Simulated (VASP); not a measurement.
Set up this calculation in VASP 6.6.1, as the native input.

| Quantity | Value |
| --- | --- |
| Task | relaxation of cell and atoms |
| Functional | r2SCAN |
| Potentials or basis | VASP PAW PBE potentials, release 64 (Bi_d) |
| Cutoff | 600 eV |
| k mesh | 6 × 6 × 4 |
| Occupations | gaussian, width 0.1 eV |
| Spin | no spin polarisation |
| Dipole correction | no |
| Further INCAR settings | ALGO = Normal; EDIFF = 1e-06; IBRION = 2; EDIFFG = -0.05; NSW = 80; ISIF = 3 |

Bi:

```
CELL_PARAMETERS angstrom
3.09453 0.00000 0.00000
-1.54727 2.67994 0.00000
0.00000 0.00000 4.78773
ATOMIC_POSITIONS crystal
Bi 0.33333 0.66667 0.25000
Bi 0.66667 0.33333 0.75000
```

This isn't the form of Bi at room conditions, which is rhombohedral.

One way to write it, as run:

POSCAR

```
Bi
1.0
    3.0945315840      0.0000000000      0.0000000000
   -1.5472657920      2.6799429646      0.0000000000
    0.0000000000      0.0000000000      4.7877257925
Bi
2
Direct
    0.3333333333      0.6666666667      0.2500000000
    0.6666666667      0.3333333333      0.7500000000
```

INCAR.step1

```
SYSTEM = Bi
ALGO = Normal
EDIFF = 1E-4
ENCUT = 600
GGA = PE
ISMEAR = 0
LASPH = .True.
LCHARG = .False.
LREAL = .False.
LWAVE = .True.
NELM = 60
PREC = Accurate
SIGMA = 0.1
```

INCAR.step2

```
SYSTEM = Bi
ALGO = Normal
EDIFF = 1E-6
EDIFFG = -0.05
ENCUT = 600
IBRION = 2
ISIF = 3
ISMEAR = 0
ISTART = 1
LASPH = .True.
LCHARG = .False.
LMIXTAU = .True.
LREAL = .False.
LWAVE = .False.
METAGGA = R2SCAN
NELM = 60
NSW = 80
PREC = Accurate
SIGMA = 0.1
```

KPOINTS

```
k-points
0
Gamma
  6 6 4
  0 0 0
```

Potentials or basis: VASP PAW PBE potentials, release 64 (Bi_d).

Run with:

```console
$ cat potpaw_PBE.64/Bi_d/POTCAR > POTCAR
$ cp INCAR.step1 INCAR
$ mpirun -np 1 vasp_std > vasp.out
$ cp INCAR.step2 INCAR
$ mpirun -np 1 vasp_std > vasp.out
```

It gave:

```yaml
Relaxed_volume: 30.77 Å³/atom
Relaxed_cell: a = 3.480 Å, b = 3.480 Å, c = 5.868 Å, α = 90.00°, β = 90.00°, γ = 120.00°
Space_group_after_relaxing_to_0.1_Å: P6_3/mmc (No. 194)
Energy_gained_by_relaxing: 1751.7 meV/atom
Ionic_steps: 10
Pressure_after_relaxing: 0.3 GPa
Band_gap_on_the_k_mesh: zero (bands 15 and 16 overlap by 7.64 eV)
```

Caveat: the k points lie up to 0.35 Å⁻¹ apart in the final cell, too coarse for converged energies and pressures of a metal; the volume moved by over 15 % at a fixed basis, so the end points are rough; the PAW data sets were made with another functional, which shifts forces and pressure a little; spin-orbit coupling is left out, which moves the levels of the heavy elements.

Wall time 27 min on 1 thread of Intel Xeon 8259CL, on a shared host, peak memory 0.19 GiB.
